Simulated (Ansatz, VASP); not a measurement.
**GaAs: VASP beside Ansatz**

```
Ga As
1.0
     3.25655    0.00000    0.00000
     0.00000    3.25655    0.00000
     0.00000    0.00000    3.51281
Ga As
1 1
Direct
  0.50000 0.50000 0.50000
  0.00000 0.00000 0.00000
```

Alike in both runs: functional r2SCAN; k mesh 18 × 18 × 14; occupations gaussian, width 0.1 eV; no spin polarisation.

Ansatz relaxed the structure, and its values are those at the end. VASP's run is a single point on that final structure, the one shown.

```csv
,VASP,Ansatz
version,VASP 6.6.1,Ansatz 0.2.0
potentials or method,"VASP PAW PBE potentials, release 64 (Ga_d, As), cutoff 520 eV","scalar-relativistic, plane waves, PAW"
valence electrons in the cell,18,28
```

```tsv
	VASP	Ansatz	Ansatz less VASP
gap on the k mesh at the Fermi level (eV)	none	none	-
pressure (GPa)	0.0	0.0	-0.01
```

VASP's potentials were made for PBE, not for r2SCAN. A gap of «none» marks a metal or a gap that the smearing closes. VASP's potentials hold 18 valence electrons a cell and Ansatz's 28, so a difference there can come from the potentials and not from the codes.
